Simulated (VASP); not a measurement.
Runs of VASP 6.6.1 on Pd. The structure is that of space group Pm-3m (No. 221), or close to it. The cells are those of the table. This isn't the form of Pd at room conditions, which is fcc.

```csv
cell,k mesh,gap on the mesh (eV),pressure (GPa),moment (μB)
"a = 2.532 Å, 1 atom",14 × 14 × 14,none,(a),0.00
"a = 2.496 Å, 1 atom",14 × 14 × 14,none,(b),0.00
"a = 2.459 Å, 1 atom",14 × 14 × 14,none,25.6,0.00
"a = 2.566 Å, 1 atom",14 × 14 × 14,none,-0.4,0.00
"a = 2.600 Å, 1 atom",14 × 14 × 14,none,-5.6,0.00
"a = 2.566 Å, 1 atom",20 × 20 × 20,none,-0.4,0.00
"a = 2.633 Å, 1 atom",14 × 14 × 14,none,-9.5,0.00
"a = 2.665 Å, 1 atom",14 × 14 × 14,none,-12.6,0.00
```

Alike in all rows: task single point; level PBEsol; potentials or basis VASP PAW PBE potentials, release 64 (Pd); spin collinear; cutoff (eV) 520; smearing fermi-dirac 0.05 eV.

Task: Estimate the missing entries.

Result: (a) 6.2; (b) 14.6.

Caveats: the PAW data sets were made with another functional, which shifts forces and pressure a little; the cell stands under pressure (at least some runs); the cell stands under tension (at least some runs).

A k mesh can miss the band edges, and the runs leave out spin-orbit coupling on Pd.

A gap of «none» marks levels without a gap at the run's occupations.
